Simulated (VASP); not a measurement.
Al3Pt, 4 atoms in the cell. It takes space group P-3m1 (No. 164, trigonal). The conventional cell has a = 4.136 Å, b = 4.136 Å, c = 5.023 Å, α = 90.00°, β = 90.00°, γ = 120.00°. Within 3.4 Å of Al (site symmetry 3m) lie 3 Pt at 2.56 Å and 6 Al at 2.87 to 3.01 Å. Al (site symmetry -3m) has 2 Pt at 2.51 Å and 6 Al at 2.87 Å within 3.3 Å. Within 3.3 Å of Pt (site symmetry -3m) lie 8 Al at 2.51 to 2.56 Å. 

* Program: VASP 6.6.1
* Task: single point
* Functional: PBE
* Potentials or basis: VASP PAW PBE potentials, release 64 (Al, Pt)
* Cutoff: 520 eV
* k mesh: 12 × 12 × 10
* Occupations: gaussian, width 0.1 eV
* Spin: no spin polarisation
* Dipole correction: no
* Further INCAR settings: ALGO = Fast; EDIFF = 1e-06; NBANDS = 18

Potentials or basis: VASP PAW PBE potentials, release 64 (Al, Pt).

Launch:

```sh
$ cat potpaw_PBE.64/Al/POTCAR potpaw_PBE.64/Pt/POTCAR > POTCAR
$ mpirun -np 1 vasp_std > vasp.out
```

Hardware: 1 thread of Intel(R) Xeon(R) Platinum 8375C CPU @ 2.90GHz (Ice Lake), on a shared host.

Question: Estimate the wall time of this run.

Answer: Run time: 2.4 min on 1 thread of Intel(R) Xeon(R) Platinum 8375C CPU @ 2.90GHz (Ice Lake) (shared host), peak memory 0.35 GiB. Counts: scf iterations 14, k points 162.
